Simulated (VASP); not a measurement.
## Mo: single point with PBE

The system is Mo, a slab with vacuum.

```xyz
4
Lattice="3.2166 0.0000 0.0000 0.0000 3.2166 0.0000 0.0000 0.0000 24.8702" Properties=species:S:1:pos:R:3 pbc="T T T"
Mo    0.0000    0.0000   13.9673
Mo    1.6083    1.6083   15.3922
Mo    0.0000    0.0000   17.0606
Mo    1.6083    1.6083   18.3690
```

```yaml
Program: VASP 6.6.1
Task: single point
Functional: PBE
Potentials_or_basis: VASP PAW PBE potentials, release 64 (Mo_sv)
Cutoff: 400 eV
k_mesh: 10 × 10 × 1
Occupations: methfessel-paxton, width 0.1 eV
Spin: no spin polarisation
```

```json
{
  "Largest force": "1.229 eV/Å",
  "Band gap on the k mesh": "zero (bands 28 and 29 overlap by 1.58 eV)"
}
```

Forces in eV/Å, atoms in the order of the input:
```
Mo   0.000  0.000  1.099
Mo   0.000  0.000 -1.229
Mo   0.000  0.000  0.064
Mo   0.000  0.000  0.066
```

Levels at points of the mesh, in eV from the Fermi level:
| k point | band 26 | band 27 | band 28 | band 29 | band 30 | band 31 |
| --- | --- | --- | --- | --- | --- | --- |
| (0.00, 0.00, 0.00) | -0.29 | -0.29 | -0.22 | -0.04 | -0.03 | 0.16 |
| (0.50, 0.00, 0.00) | -0.92 | -0.09 | -0.07 | 0.95 | 1.23 | 1.61 |
| (0.50, 0.50, 0.00) | -1.06 | 1.29 | 1.39 | 1.39 | 1.43 | 2.02 |

Run time: 4.4 min on 1 thread of Intel(R) Xeon(R) Platinum 8259CL CPU @ 2.50GHz (Skylake/Cascade Lake), with other jobs on the host, peak memory 0.34 GiB.
